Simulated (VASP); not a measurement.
# GaGeO in VASP: a series of runs, part 3 of 3

VASP 6.6.1.

## Step 4: Relaxation of cell and atoms, PBE

This run uses another cell than the first one, of 17.51 Å³/atom.

File INCAR:

```
PREC     = Accurate       # precision mode
ENCUT    = 600            # plane-wave cutoff, eV
EDIFF    = 1E-6           # SCF threshold, eV
ISMEAR   = 0              # smearing method
SIGMA    = 0.1            # smearing width, eV
LREAL    = F              # projectors in reciprocal space
LASPH    = T              # aspherical terms in the spheres
NELM     = 60             # most SCF steps
ALGO     = Normal         # electronic algorithm
ISIF     = 3              # what is computed and relaxed
LWAVE    = F              # write WAVECAR
LCHARG   = F              # write CHGCAR
GGA      = PE             # functional
IBRION   = 2              # ionic algorithm
NSW      = 90             # ionic steps
EDIFFG   = -0.04          # ionic threshold
```

File KPOINTS:

```
Automatic mesh
0
Gamma
  6 6 4
```

File POSCAR:

```
GaGeO
1.0
    2.4949751700     -2.5346349500      0.0000000000
    2.4949751700      2.5346349500      0.0000000000
    0.0000000000      0.0000000000      4.1533128100
Ga Ge O
1 1 1
Direct
    0.5000000000      0.5000000000      0.0000000000
    0.5000000000      0.5000000000      0.5000000000
    0.0000000000      0.0000000000      0.0000000000
```

Command:

```console
cat potpaw_PBE.64/Ga_d/POTCAR potpaw_PBE.64/Ge_d/POTCAR potpaw_PBE.64/O/POTCAR > POTCAR
mpirun -np 1 vasp_std > vasp.out
```

Wall time 9.8 min (1 thread of Intel Xeon 8259CL, shared host); peak memory 0.22 GiB.

It converged, with:

```
Free energy                           : -13.6930 eV
Relaxed volume                        : 14.95 Å³/atom
Relaxed cell                          : a = 2.889 Å, b = 2.889 Å, c = 5.373 Å, α = 90.00°, β = 90.00°, γ = 90.09°
Space group after relaxing (to 0.1 Å) : P4/mmm (No. 123)
Energy gained by relaxing             : 1127.5 meV/atom
Ionic steps                           : 10
Pressure after relaxing               : 0.3 GPa
Band gap on the k mesh                : zero (an odd number of electrons rules out a gap without spin polarisation)
```

Stress tensor (GPa, compression positive):
```
0.40 0.00 0.00
0.00 0.23 0.00
0.00 0.00 0.31
```

The path:
```
step  energy change (eV)  largest force (eV/Å)  pressure (GPa)  volume (Å³)
   1              0.0000                0.0000            8.92        52.53
   2             -2.6184                0.0000          -13.42        57.43
   3             -2.6265                0.0000          -13.54        57.48
   4             -3.3665                0.0000           -0.93        45.85
   5             -3.3666                0.0000           -1.36        45.97
   6             -3.3804                0.0000           -0.69        45.42
   7             -3.3822                0.0000           -0.43        45.19
   8             -3.3823                0.0000           -0.43        45.13
   9             -3.3823                0.0000           -0.36        45.11
  10             -3.3826                0.0000            0.31        44.86
```

Final structure:
```yaml
crystal:
  lattice:
    - [2.04135, -2.04469, 0.00000]
    - [2.04135, 2.04469, 0.00000]
    - [0.00000, 0.00000, 5.37340]
  atoms:
    - { symbol: Ga, position: [0.50000, 0.50000, 0.00000] }
    - { symbol: Ge, position: [0.50000, 0.50000, 0.50000] }
    - { symbol: O, position: [0.00000, 0.00000, 0.00000] }
```

Levels at points of the mesh, in eV from the Fermi level:
```csv
k point,band 14,band 15,band 16,band 17,band 18,band 19
"(0.00, 0.00, 0.00)",-4.14,-4.12,-1.42,0.08,6.73,6.74
"(0.50, 0.00, 0.00)",-3.33,-3.16,-2.74,-1.53,4.52,5.07
"(0.50, 0.50, 0.00)",-4.78,-2.81,-0.56,-0.54,0.62,0.86
"(0.00, 0.00, 0.50)",-4.13,-4.11,-3.78,3.06,5.05,6.71
"(0.50, 0.00, 0.50)",-4.34,-2.74,-1.58,0.68,3.37,4.47
"(0.50, 0.50, 0.50)",-4.28,-2.87,-2.34,-0.83,-0.81,5.75
```

Caveat: the k points lie up to 0.36 Å⁻¹ apart in the final cell, too coarse for converged energies and pressures of a metal; a cell axis changed by over 15 % at a fixed basis, so the end point is rough; an odd number of electrons without spin polarisation forces a metal; a magnetic or distorted state may lie lower.

## Step 5: Single point, PBE

File INCAR:

```
  PREC = Accurate
  ENCUT = 520
  EDIFF = 1E-7
  ISMEAR = 0
  SIGMA = 0.1
  LREAL = False
  LASPH = True
  NELM = 100
  ALGO = Normal
  ISIF = 2
  LWAVE = False
  LCHARG = False
  GGA = PE
  NBANDS = 24
```

File KPOINTS:

```
regular mesh
0
Gamma
  16 16 8
```

File POSCAR:

```
GaGeO
1.0
    2.8876263250      0.0000000000      0.0000000000
    0.0000000000      2.8876263250      0.0000000000
    0.0000000000      0.0000000000      5.4442792746
Ga Ge O
1 1 1
Direct
    0.5000000000      0.5000000000      0.0000000000
    0.5000000000      0.5000000000      0.5000000000
    0.0000000000      0.0000000000      0.0000000000
```

Command:

```console
cat potpaw_PBE.64/Ga_d/POTCAR potpaw_PBE.64/Ge_d/POTCAR potpaw_PBE.64/O/POTCAR > POTCAR
mpirun -np 1 vasp_std > vasp.out
```

Run time: 6.2 min. Hardware: 1 thread of Intel Xeon 8259CL, shared host; peak memory 0.36 GiB.

It converged, with:

```yaml
Free_energy: -13.7828 eV
Pressure: 0.4 GPa
Band_gap_on_the_k_mesh: zero (an odd number of electrons rules out a gap without spin polarisation)
```

Stress tensor (GPa, compression positive):
```
 0.58  0.00  0.00
 0.00  0.58  0.00
 0.00  0.00 -0.07
```

Levels at points of the mesh, in eV from the Fermi level:
```csv
k point,band 13,band 14,band 15,band 16,band 17,band 18,band 19,band 20
"(0.00, 0.00, 0.00)",-5.92,-4.08,-4.08,-1.42,0.06,6.79,6.79,9.51
"(0.50, 0.00, 0.00)",-5.95,-3.29,-3.13,-2.69,-1.42,4.52,5.09,7.08
"(0.50, 0.50, 0.00)",-7.03,-4.65,-2.77,-0.54,-0.54,0.55,1.00,5.22
"(0.00, 0.00, 0.50)",-4.08,-4.08,-4.04,-3.82,2.90,5.00,6.77,6.77
"(0.50, 0.00, 0.50)",-7.21,-4.26,-2.69,-1.63,0.71,3.43,4.35,7.46
"(0.50, 0.50, 0.50)",-6.98,-4.19,-2.83,-2.19,-0.78,-0.78,5.73,6.64
```

Caveat: an odd number of electrons without spin polarisation forces a metal; a magnetic or distorted state may lie lower.

## Step 6: Relaxation of cell and atoms, PBE

File INCAR:

```
SYSTEM = GaGeO
PREC     = Accurate       ! precision mode
ENCUT    = 600            ! plane-wave cutoff, eV
EDIFF    = 1E-7           ! SCF threshold, eV
ISMEAR   = 0              ! smearing method
SIGMA    = 0.1            ! smearing width, eV
LREAL    = .FALSE.        ! projectors in reciprocal space
LASPH    = .TRUE.         ! aspherical terms in the spheres
NELM     = 80             ! most SCF steps
ALGO     = Normal         ! electronic algorithm
ISIF     = 3              ! what is computed and relaxed
LWAVE    = .FALSE.        ! write WAVECAR
LCHARG   = .FALSE.        ! write CHGCAR
GGA      = PE             ! functional
IBRION   = 2              ! ionic algorithm
NSW      = 100            ! ionic steps
EDIFFG   = -0.01          ! ionic threshold
```

File KPOINTS:

```
Automatic mesh
0
G
  16 16 8
  0 0 0
```

File POSCAR:

```
GaGeO
1.0
    2.8795320266      0.0000000000      0.0000000000
    0.0000000000      2.8795320266      0.0000000000
    0.0000000000      0.0000000000      5.4745696294
Ga Ge O
1 1 1
Direct
    0.5000000000      0.5000000000      0.0000000000
    0.5000000000      0.5000000000      0.5000000000
    0.0000000000      0.0000000000      0.0000000000
```

Potentials or basis: VASP PAW PBE potentials, release 64 (Ga_d, Ge_d, O).

Command:

```console
cat potpaw_PBE.64/Ga_d/POTCAR potpaw_PBE.64/Ge_d/POTCAR potpaw_PBE.64/O/POTCAR > POTCAR
mpirun -np 1 vasp_std > vasp.out
```

Wall time 15 min (1 thread of Intel Xeon 8259CL, shared host); peak memory 0.4 GiB.

The run converged. Its results:

| Property | Result |
| --- | --- |
| Free energy | -13.7855 eV |
| Relaxed volume | 15.16 Å³/atom |
| Relaxed cell | a = 2.893 Å, b = 2.893 Å, c = 5.432 Å, α = 90.00°, β = 90.00°, γ = 90.00° |
| Space group after relaxing (to 0.1 Å) | P4/mmm (No. 123) |
| Energy gained by relaxing | 0.8 meV/atom |
| Ionic steps | 5 |
| Pressure after relaxing | 0.0 GPa |
| Band gap on the k mesh | zero (an odd number of electrons rules out a gap without spin polarisation) |

The path:
| step | energy change (eV) | largest force (eV/Å) | pressure (GPa) | volume (Å³) |
| --- | --- | --- | --- | --- |
| 1 | 0.0000 | 0.0000 | 0.56 | 45.39 |
| 2 | -0.0018 | 0.0000 | -0.42 | 45.74 |
| 3 | -0.0018 | 0.0000 | -0.31 | 45.71 |
| 4 | -0.0022 | 0.0000 | -0.11 | 45.56 |
| 5 | -0.0023 | 0.0000 | 0.04 | 45.47 |

Final structure:
```yaml
crystal:
  lattice:
    - [2.89324, 0.00000, 0.00000]
    - [0.00000, 2.89324, 0.00000]
    - [0.00000, 0.00000, 5.43232]
  atoms:
    - { symbol: Ga, position: [0.50000, 0.50000, 0.00000] }
    - { symbol: Ge, position: [0.50000, 0.50000, 0.50000] }
    - { symbol: O, position: [0.00000, 0.00000, 0.00000] }
```

Levels at points of the mesh, in eV from the Fermi level:
```csv
k point,band 12,band 13,band 14,band 15,band 16,band 17,band 18,band 19,band 20
"(0.00, 0.00, 0.00)",-9.77,-5.89,-4.05,-4.05,-1.43,0.08,6.74,6.74,9.48
"(0.50, 0.00, 0.00)",-9.24,-5.93,-3.26,-3.11,-2.67,-1.42,4.50,5.09,7.11
"(0.50, 0.50, 0.00)",-6.98,-6.98,-4.69,-2.75,-0.53,-0.53,0.55,0.97,5.22
"(0.00, 0.00, 0.50)",-10.24,-4.06,-4.04,-4.04,-3.77,2.94,5.01,6.73,6.73
"(0.50, 0.00, 0.50)",-8.76,-7.22,-4.24,-2.67,-1.60,0.71,3.42,4.39,7.46
"(0.50, 0.50, 0.50)",-6.93,-6.93,-4.23,-2.80,-2.21,-0.78,-0.78,5.74,6.65
```

Caveat: an odd number of electrons without spin polarisation forces a metal; a magnetic or distorted state may lie lower.

## Step 7: Summary

```csv
task,cell,k mesh,cutoff (eV),gap on the mesh (eV),pressure (GPa),relaxed volume (Å³/atom)
single point,"a = 2.880, b = 2.880, c = 5.475 Å, 3 atoms",6 × 6 × 4,520,none,0.4,-
single point,"a = 3.557, b = 3.557, c = 4.153 Å, angles 90.0, 90.0, 90.9°, 3 atoms",6 × 6 × 4,520,none,9.0,-
relaxation of cell and atoms,"relaxed from a = 3.557, b = 3.557, c = 4.153 Å, angles 90.0, 90.0, 90.9°, 3 atoms",6 × 6 × 4,600,none,0.3,14.95
single point,"a = 2.888, b = 2.888, c = 5.444 Å, 3 atoms",16 × 16 × 8,520,none,0.4,-
relaxation of cell and atoms,"relaxed from a = 2.880, b = 2.880, c = 5.475 Å, 3 atoms",16 × 16 × 8,600,none,0.0,15.16
```

Alike in all rows: level PBE; potentials or basis VASP PAW PBE potentials, release 64 (Ga_d, Ge_d, O); no spin polarisation; smearing gaussian 0.1 eV.

Caveats: some runs use coarse meshes; an odd number of electrons without spin polarisation forces a metal; a magnetic or distorted state may lie lower; a cell axis changed by over 15 % at a fixed basis, so the end point is rough (at least some runs).

Absolute energies hang on the potentials; compare differences alone.
